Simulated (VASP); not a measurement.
Here is a VASP 6.6.1 calculation.

Contents of INCAR:

```
SYSTEM = Tl
PREC     = Accurate       ! precision mode
ENCUT    = 520            ! plane-wave cutoff, eV
EDIFF    = 1E-7           ! SCF threshold, eV
ISMEAR   = -1             ! smearing method
SIGMA    = 0.05           ! smearing width, eV
LREAL    = .FALSE.        ! projectors in reciprocal space
LASPH    = .TRUE.         ! aspherical terms in the spheres
NELM     = 100            ! most SCF steps
ALGO     = Normal         ! electronic algorithm
ISIF     = 2              ! what is computed and relaxed
LWAVE    = .FALSE.        ! write WAVECAR
LCHARG   = .TRUE.         ! write CHGCAR
GGA      = PE             ! functional
LELF     = .TRUE.         ! ELF
LVHAR    = .TRUE.       
NBANDS   = 12             ! bands
```

KPOINTS

```
regular mesh
0
G
  14 14 14
  0 0 0
```

POSCAR

```
Tl
1.0
    0.0000000000      2.1211798878      2.1211798878
    2.1211798878      0.0000000000      2.1211798878
    2.1211798878      2.1211798878      0.0000000000
Tl
1
Direct
    0.0000000000      0.0000000000      0.0000000000
```

Potentials or basis: VASP PAW PBE potentials, release 64 (Tl_d).

The run is started by

```bash
$ cat potpaw_PBE.64/Tl_d/POTCAR > POTCAR
$ mpirun -np 1 vasp_std > vasp.out
```

(1) Estimate the pressure.

Results:

(1) 50.7 GPa.
